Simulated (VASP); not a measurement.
# Mg12Au in VASP: further runs

Mg12Au is run at these levels: PBE; tasks: single point.

Program: VASP 6.6.1. These are calculated values, not measurements. Logs are shortened: lines on timing, memory, paths and dates and some standing lists are left out, and cuts for length are marked.

## Step 1: The cell of the first run

The cell holds a slab with vacuum, 13 atoms: a = 6.420 Å, b = 6.420 Å, c = 16.213 Å, α = 90.00°, β = 90.00°, γ = 60.00°.

## Step 2: Single point, PBE

Input file INCAR:

```
SYSTEM = Mg12Au
PREC = Accurate ; ENCUT = 520
EDIFF = 1E-7 ; ISMEAR = 0
SIGMA = 0.1 ; LREAL = .FALSE.
LASPH = .TRUE. ; NELM = 60
ALGO = Normal ; ISIF = 2
LWAVE = .FALSE. ; LCHARG = .FALSE.
GGA = PE ; NBANDS = 30
```

Input file KPOINTS:

```
Automatic mesh
0
G
  3 3 1
  0 0 0
```

Input file POSCAR:

```
Mg12Au
1.0
    6.4200000000      0.0000000000      0.0000000000
    3.2100000000      5.5598830000      0.0000000000
    0.0000000000      0.0000000000     16.2130400000
Mg Au
12 1
Direct
    0.0000000000      0.0000000000      0.0616786858
    0.5000000000      0.0000000000      0.0616786858
   -0.0000000450      0.5000000899      0.0616786858
    0.4999999550      0.5000000899      0.0616786858
   -0.1678535983      0.3354162309      0.2237803644
    0.3264581984      0.3374549428      0.2166723206
   -0.1679776260      0.8333630402      0.2235430246
    0.3340112119      0.8336087288      0.2201891194
    0.0017473632      0.0000021583      0.3847075564
    0.4803503677      0.0265827536      0.3746943201
   -0.0321623237      0.5168822797      0.3910540528
    0.4800587780      0.4944179581      0.3744975649
    0.5656873905      0.7177034121      0.4911223312
```

Potentials or basis: VASP PAW PBE potentials, release 64 (Mg, Au).

Command:

```bash
> cat potpaw_PBE.64/Mg/POTCAR potpaw_PBE.64/Au/POTCAR > POTCAR
> mpirun -np 1 vasp_std > vasp.out
```

OUTCAR:

```text
SYSTEM = Mg12Au
   PREC = Accurate
   ENCUT = 520
   EDIFF = 1E-7
   ISMEAR = 0
   LREAL = .FALSE.
   LASPH = .TRUE.
   NELM = 60
   ISIF = 2
   GGA = PE

 ion  position               nearest neighbor table
   1  0.000  0.000  0.062-   8 3.17   4 3.21   3 3.21   2 3.21   2 3.21   3 3.21   4 3.21   7 3.22
                             5 3.22
   2  0.500  0.000  0.062-   6 3.14   8 3.17   7 3.21   3 3.21   4 3.21   1 3.21   1 3.21   4 3.21
                             3 3.21
   3  1.000  0.500  0.062-   6 3.10   2 3.21   1 3.21   4 3.21   4 3.21   1 3.21   2 3.21   7 3.21
                             5 3.21
   4  0.500  0.500  0.062-   6 3.13   8 3.17   1 3.21   2 3.21   3 3.21   3 3.21   2 3.21   1 3.21
                             5 3.21
   5  0.832  0.335  0.224-  12 3.13   6 3.18   7 3.20   8 3.20   9 3.21   4 3.21   3 3.21   8 3.22
                             1 3.22   7 3.22  11 3.24   6 3.24
   6  0.326  0.337  0.217-  12 3.09  10 3.09   3 3.10   4 3.13   2 3.14   7 3.18   5 3.18   8 3.21
                             8 3.21   5 3.24   7 3.24  11 3.46
   7  0.832  0.833  0.224-  10 3.14   6 3.18   5 3.20   8 3.20   2 3.21   3 3.21   9 3.21   1 3.22
                             5 3.22   8 3.22  11 3.24   6 3.24
   8  0.334  0.834  0.220-  12 3.14  10 3.14   2 3.17   4 3.17   1 3.17   7 3.20   5 3.20   6 3.21
                             6 3.21   5 3.22   7 3.22   9 3.24
   9  0.002  0.000  0.385-  10 3.17  12 3.17   5 3.21   7 3.21  11 3.22  11 3.22   8 3.24  12 3.27
                            10 3.27  13 3.58
  10  0.480  0.027  0.375-  13 2.59  12 3.00   6 3.09   7 3.14   8 3.14   9 3.17  11 3.21  11 3.23
                             9 3.27  12 3.42
  11  0.968  0.517  0.391-  13 2.76  10 3.21   9 3.22  12 3.22   9 3.22  12 3.23  10 3.23   5 3.24
                             7 3.24   6 3.46
  12  0.480  0.494  0.374-  13 2.59  10 3.00   6 3.09   5 3.13   8 3.14   9 3.17  11 3.22  11 3.23
                             9 3.27  10 3.42
  13  0.566  0.718  0.491-  10 2.59  12 2.59  11 2.76   9 3.58

  LATTYP: Found a hexagonal cell.
 ALAT       =     6.4199999201
 C/A-ratio  =     2.5253956701

  Lattice vectors:

 A1 = (  -3.2100000000,  -5.5598830000,   0.0000000000)
 A2 = (   6.4200000000,   0.0000000000,   0.0000000000)
 A3 = (   0.0000000000,   0.0000000000,  16.2130400000)

Analysis of symmetry for initial positions (statically):
=====================================================================
 Subroutine PRICEL returns:
 Original cell was already a primitive cell.

 Routine SETGRP: Setting up the symmetry group for a
 hexagonal supercell.

 Subroutine GETGRP returns: Found  1 space group operations
 (whereof  1 operations were pure point group operations)
 out of a pool of 24 trial point group operations.

The static configuration has the point symmetry C_1 .

Analysis of symmetry for dynamics (positions and initial velocities):
=====================================================================
 Subroutine PRICEL returns:
 Original cell was already a primitive cell.

 Routine SETGRP: Setting up the symmetry group for a
 hexagonal supercell.

 Subroutine GETGRP returns: Found  1 space group operations
 (whereof  1 operations were pure point group operations)
 out of a pool of 24 trial point group operations.

The dynamic configuration has the point symmetry C_1 .

 Subroutine INISYM returns: Found  1 space group operations
 (whereof  1 operations are pure point group operations),
 and found     1 'primitive' translations

----------------------------------------------------------------------------------------

                                     Primitive cell

  volume of cell :     578.7155

  direct lattice vectors                    reciprocal lattice vectors
     6.420000000  0.000000000  0.000000000     0.155763240 -0.089929950  0.000000000
     3.210000000  5.559883000  0.000000000     0.000000000  0.179859900  0.000000000
     0.000000000  0.000000000 16.213040000     0.000000000  0.000000000  0.061678747

  length of vectors
     6.420000000  6.419999920 16.213040000     0.179859898  0.179859900  0.061678747

  position of ions in fractional coordinates (direct lattice)
     0.000000000  0.000000000  0.061678686
     0.500000000  0.000000000  0.061678686
     0.999999955  0.500000090  0.061678686
     0.499999955  0.500000090  0.061678686
     0.832146402  0.335416231  0.223780364
     0.326458198  0.337454943  0.216672321
     0.832022374  0.833363040  0.223543025
     0.334011212  0.833608729  0.220189119
     0.001747363  0.000002158  0.384707556
[... 34 lines left out ...]
     0.000000000  0.000000000  0.061678747     0.000000000  0.000000000  1.000000000

  Length of vectors
     0.059953299  0.059953300  0.061678747

  Shift w.r.t. Gamma in fractional coordinates (k-lattice)
     0.000000000  0.000000000  0.000000000

 Subroutine IBZKPT returns following result:
 ===========================================

 Found      5 irreducible k-points:

 Following reciprocal coordinates:
            Coordinates               Weight
  0.000000  0.000000  0.000000      1.000000
  0.333333  0.000000  0.000000      2.000000
  0.333333  0.333333  0.000000      2.000000
  0.000000  0.333333  0.000000      2.000000
 -0.333333  0.333333  0.000000      2.000000
   k-points           NKPTS =      5   k-points in BZ     NKDIM =      5   number of bands    NBANDS=     30
   number of dos      NEDOS =    301   number of ions     NIONS =     13
   total plane-waves  NPLWV = 290304
   dimension x,y,z NGX =    48 NGY =   48 NGZ =  126
   dimension x,y,z NGXF=    96 NGYF=   96 NGZF=  252
   ions per type =              12   1
   NGX,Y,Z   is equivalent  to a cutoff of  12.43, 12.43, 12.92 a.u.
   NGXF,Y,Z  is equivalent  to a cutoff of  24.86, 24.86, 25.84 a.u.
 SYSTEM =  Mg12Au
   PREC   = accura    normal or accurate (medium, high low for compatibility)
   ISTART =      0    job   : 0-new  1-cont  2-samecut
   ICHARG =      2    charge: 1-file 2-atom 10-const
   ISPIN  =      1    spin polarized calculation?
   LNONCOLLINEAR =      F non collinear calculations
   LSORBIT =      F    spin-orbit coupling
   LASPH  =      T    aspherical Exc in radial PAW
   ENCUT  =  520.0 eV  38.22 Ry    6.18 a.u.  11.94 11.94 30.15*2*pi/ulx,y,z
   NELM   =     60;   NELMIN=  2; NELMDL= -5     # of ELM steps
   EDIFF  = 0.1E-06   stopping-criterion for ELM
   LREAL  =      F    real-space projection
   EDIFFG = 0.1E-05   stopping-criterion for IOM
   NSW    =      0    number of steps for IOM
   IBRION =     -1    ionic relax: 0-MD 1-quasi-New 2-CG
   NFREE  =      0    steps in history (QN), initial steepest desc. (CG)
   ISIF   =      2    stress and relaxation
   ISYM   =      2    0-nonsym 1-usesym 2-fastsym
   POTIM  = 0.5000    time-step for ionic-motion
   TEBEG  =    0.0;   TEEND  =   0.0 temperature during run
   PSTRESS=    0.0 pullay stress
   NELECT =      35.0000    total number of electrons
   NUPDOWN=      -1.0000    fix difference up-down
   EMIN   =  10.00;   EMAX   =-10.00  energy-range for DOS
   EFERMI =   0.00;   METHOD = LEGACY
   ISMEAR =     0;   SIGMA  =   0.10  broadening in eV -4-tet -1-fermi 0-gaus
   EFERMI_NEDOS =   21; number of points for ismear=-14 and -15
   IALGO  =     38    algorithm
   IMIX   =      4    mixing-type and parameters
     AMIX     =   0.40;   BMIX     =  1.00
     AMIX_MAG =   1.60;   BMIX_MAG =  1.00
  volume/ion in A,a.u.               =      44.52       300.41
  Fermi-wavevector in a.u.,A,eV,Ry     =   0.642603  1.214343  5.618364  0.412938
  Thomas-Fermi vector in A             =   1.709327
   LORBIT       =      0    0 simple, 1 ext, 2 COOP (PROOUT), +10 PAW based schemes
   GGA     = PE    functional components
   LHFCALC =     F    Hartree Fock is set to
   AEXX    =    0.0000 exact exchange contribution
   IVDW    =     0    specifies the selected vdW correction
   LEPSILON=     F    determine dielectric tensor
   LRPA    =     F    only Hartree local field effects (RPA)
 non-spin polarized calculation
 Gauss-broadening in eV      SIGMA  =   0.10
  energy-cutoff  :      520.00
  volume of cell :      578.72
 maximum number of plane-waves:     15648
   NGX = 23   NGY = 23   NGZ = 61

 number of electron      35.0000000 magnetization

 Free energy of the ion-electron system (eV)
  ---------------------------------------------------
  ext. energy  EPLUGINS =         0.00000000
  ---------------------------------------------------
  free energy    TOTEN  =       -18.71406087 eV

  energy without entropy =      -18.63711813  energy(sigma->0) =      -18.67558950

 E-fermi :  -0.2237     XC(G=0):  -5.4505

 val. band max:       -0.3231743540   @ k =  -0.3333   0.3333   0.0000
 cond. band min:      -0.2235638859   @ k =   0.3333   0.0000   0.0000
 fundamental gap:      0.0996104681
 Fermi energy:        -0.2236535513

 k-point     1 :       0.0000    0.0000    0.0000
  band No.  band energies     occupation
      1      -6.7984      2.00000
      2      -5.7322      2.00000
      3      -4.5153      2.00000
      4      -4.4088      2.00000
      5      -4.3297      2.00000
      6      -4.1801      2.00000
[... 149 lines left out ...]
     28       3.1947      0.00000
     29       3.2422      0.00000
 [bands above 29 left out]

------------------------ aborting loop because EDIFF is reached ----------------------------------------

  FORCE on cell =-STRESS in cart. coord.  units (eV):
  Direction    XX          YY          ZZ          XY          YZ          ZX
  --------------------------------------------------------------------------------------
  -------------------------------------------------------------------------------------
  Total       -2.6906880     -1.2352415     -0.0541872      1.2900977     -0.2448760      0.3710725
  in kB       -7.4491855     -3.4197735     -0.1500176      3.5716430     -0.6779408      1.0273164
  external PRESSURE =      -3.6729922 kB  Pullay stress =       0.0000000 kB

 VOLUME and BASIS-vectors are now :
 -----------------------------------------------------------------------------
  energy-cutoff  :      520.00
  volume of cell :      578.72
      direct lattice vectors                 reciprocal lattice vectors
     6.420000000  0.000000000  0.000000000     0.155763240 -0.089929950  0.000000000
     3.210000000  5.559883000  0.000000000     0.000000000  0.179859900  0.000000000
     0.000000000  0.000000000 16.213040000     0.000000000  0.000000000  0.061678747

 POSITION                                       TOTAL-FORCE (eV/Angst)
 -----------------------------------------------------------------------------------
      0.00000      0.00000      1.00000        -0.004000      0.004577      0.024440
      3.21000      0.00000      1.00000        -0.000149     -0.082668     -0.008828
      8.02500      2.77994      1.00000        -0.096180      0.054884      0.005975
      4.81500      2.77994      1.00000         0.075176      0.043470     -0.008066
      6.41907      1.86488      3.62816        -0.004812      0.007104     -0.005593
      3.17909      1.87621      3.51292        -0.007418     -0.000983      0.001082
      8.01668      4.63340      3.62431        -0.007086      0.002370      0.004433
      4.82024      4.63477      3.56994        -0.009466      0.004389      0.005940
      0.01122      0.00001      6.23728        -0.023950      0.009358     -0.033395
      3.16918      0.14780      6.07493        -0.026862     -0.012884      0.005360
      7.87271      2.87380      6.34018         0.008527     -0.005572     -0.017004
      4.66906      2.74891      6.07174         0.003622      0.034866      0.017636
      5.93554      3.99035      7.96259         0.092597     -0.058910      0.008020
 -----------------------------------------------------------------------------------
    total drift:                                0.000357     -0.000186     -0.000309

  FREE ENERGIE OF THE ION-ELECTRON SYSTEM (eV)
  ---------------------------------------------------
  free  energy   TOTEN  =       -18.7140608680 eV

  energy  without entropy=      -18.6371181339  energy(sigma->0) =      -18.67558950
```

Run time: 2.6 min. Hardware: 1 thread of Intel Xeon 6975P-C (Granite Rapids), shared host; peak memory 0.61 GiB.

Results:

```
Free energy            : -18.7141 eV
Largest force          : 0.111 eV/Å
Band gap on the k mesh : zero (an odd number of electrons rules out a gap without spin polarisation)
```

Forces on the atoms (eV/Å):
```
Mg  -0.004  0.005  0.024
Mg   0.000 -0.083 -0.009
Mg  -0.096  0.055  0.006
Mg   0.075  0.043 -0.008
Mg  -0.005  0.007 -0.006
Mg  -0.007 -0.001  0.001
Mg  -0.007  0.002  0.004
Mg  -0.009  0.004  0.006
Mg  -0.024  0.009 -0.033
Mg  -0.027 -0.013  0.005
Mg   0.009 -0.006 -0.017
Mg   0.004  0.035  0.018
Au   0.093 -0.059  0.008
```

Caveat: the k points lie up to 0.38 Å⁻¹ apart, too coarse for converged energies and pressures of a metal; spin-orbit coupling is left out, which moves the levels of the heavy elements.

(Continued in part 2 of 2.)
